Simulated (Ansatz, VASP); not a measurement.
## Two plane-wave programs on PbO

```
Pb O
1.0
     3.17937    0.00000    0.00000
     0.00000    3.17937    0.00000
     0.00000    0.00000    3.17937
Pb O
1 1
Direct
  0.00000 0.00000 0.00000
  0.50000 0.50000 0.50000
```

Alike in both runs: task single point; functional PBEsol; k mesh 3 × 3 × 3; no spin polarisation.

```csv
,VASP,Ansatz
version,VASP 6.6.1,Ansatz 0.2.0
potentials or method,"VASP PAW PBE potentials, release 64 (Pb_d, O)",plane waves
plane-wave cutoff (eV),600,420
occupations,"gaussian, width 0.01 eV",fixed
valence electrons in the cell,20,20
```

VASP gave:

- gap on the k mesh at the Fermi level (eV): 3.41
- pressure (GPa): -2.5

Which values does Ansatz return?

gap on the k mesh at the Fermi level (eV): 3.41; pressure (GPa): -2.4.

VASP's potentials were made for PBE, not for PBEsol.

The k mesh is coarse, so the values compare programs but aren't converged. Spin-orbit coupling is off throughout.
